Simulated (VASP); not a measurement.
Input of a VASP 6.6.1 run:

The input INCAR:

```
ALGO = Normal
EDIFF = 1E-7
EDIFFG = -0.01
ENCUT = 600
GGA = PE
IBRION = 2
ISIF = 3
ISMEAR = 0
LASPH = T
LCHARG = F
LREAL = F
LWAVE = F
NELM = 60
NSW = 100
PREC = Accurate
SIGMA = 0.1
```

The input KPOINTS:

```
k-points
0
Gamma
  18 18 18
```

POSCAR

```
SiHC
1.0
    3.0227896331      0.0000000000      0.0000000000
   -1.5113948165      2.6178126126      0.0000000000
    0.0000000000      0.0000000000      2.6381383054
Si H C
1 1 1
Direct
    0.3333333333      0.6666666667      0.5000000000
    0.6666666667      0.3333333333      0.5000000000
    0.0000000000      0.0000000000      0.0000000000
```

Potentials or basis: VASP PAW PBE potentials, release 64 (Si, H, C).

Run with:

```sh
$ cat potpaw_PBE.64/Si/POTCAR potpaw_PBE.64/H/POTCAR potpaw_PBE.64/C/POTCAR > POTCAR
$ mpirun -np 1 vasp_std > vasp.out
```

Problem. Predict the space group after relaxing (to 0.05 Å).

Solution. P-6m2 (No. 187).

Problem. What does it give for the relaxed cell?

Solution. a = 3.028 Å, b = 3.028 Å, c = 2.640 Å, α = 90.00°, β = 90.00°, γ = 120.00°.

Problem. Estimate the relaxed volume.

Solution. 6.99 Å³/atom.

Final structure:
```
CELL_PARAMETERS angstrom
3.02832 0.00000 0.00000
-1.51416 2.62260 0.00000
0.00000 0.00000 2.64030
ATOMIC_POSITIONS crystal
Si 0.33333 0.66667 0.50000
H 0.66667 0.33333 0.50000
C 0.00000 0.00000 0.00000
```
